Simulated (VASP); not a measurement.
Sb, 1 atom in the cell. The structure is cubic, space group Fm-3m (No. 225). Conventional cell: a = 4.641 Å, b = 4.641 Å, c = 4.641 Å, α = 90.00°, β = 90.00°, γ = 90.00°. Within 4.3 Å of Sb (site symmetry m-3m) lie 12 Sb at 3.28 Å.  This cell differs from its parent crystal: volume scaled by 1.02.

```yaml
Program: VASP 6.6.1
Task: single point
Functional: PBE
Potentials_or_basis: VASP PAW PBE potentials, release 64 (Sb)
Cutoff: 520 eV
k_mesh: 12 × 12 × 12
Occupations: fermi-dirac, width 0.05 eV
Spin: no spin polarisation
Dipole_correction: no
Further_INCAR_settings: ALGO = Normal; EDIFF = 1e-06; NBANDS = 8
```

Potentials or basis: VASP PAW PBE potentials, release 64 (Sb).

Command:

```console
$ cat potpaw_PBE.64/Sb/POTCAR > POTCAR
$ mpirun -np 1 vasp_std > vasp.out
```

Hardware: 1 thread of Intel Xeon 6455B, on a shared host.

How long does it take, and how much memory?

It took 7.4 s on 1 thread of Intel Xeon 6455B, on a shared host, peak memory 0.14 GiB. Counts: scf iterations 9, k points 72.
